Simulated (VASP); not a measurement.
Runs of VASP 6.6.1 on Te. The structure is that of space group P6_3/mmc (No. 194), or close to it. The cells are those of the table. 

```tsv
task	cell	k mesh	cutoff (eV)	gap on the mesh (eV)	pressure (GPa)
single point	a = 4.126, b = 4.126, c = 4.234 Å, angles 90.0, 90.0, 120.0°, 2 atoms	10 × 10 × 8	520	none	6.3
single point	a = 4.306, b = 4.306, c = 4.419 Å, angles 90.0, 90.0, 120.0°, 2 atoms	11 × 11 × 6	520	none	(a)
relaxation of cell and atoms	relaxed from a = 3.442, b = 3.442, c = 5.621 Å, angles 90.0, 90.0, 120.0°, 2 atoms	11 × 11 × 6	600	none	0.0
single point	a = 4.306, b = 4.306, c = 4.419 Å, angles 90.0, 90.0, 120.0°, 2 atoms	14 × 14 × 12	520	none	0.0
```

Alike in all rows: level BLYP; potentials or basis VASP PAW PBE potentials, release 64 (Te); no spin polarisation; smearing fermi-dirac 0.1 eV.

Q: Fill in the values left out.

A: (a) 0.1.

Caveats: the PAW data sets were made with another functional, which shifts forces and pressure a little; spin-orbit coupling is left out, which moves the levels of the heavy elements.

A k mesh can miss the band edges, and the runs leave out spin-orbit coupling on Te.

A gap of «none» marks levels without a gap at the run's occupations.
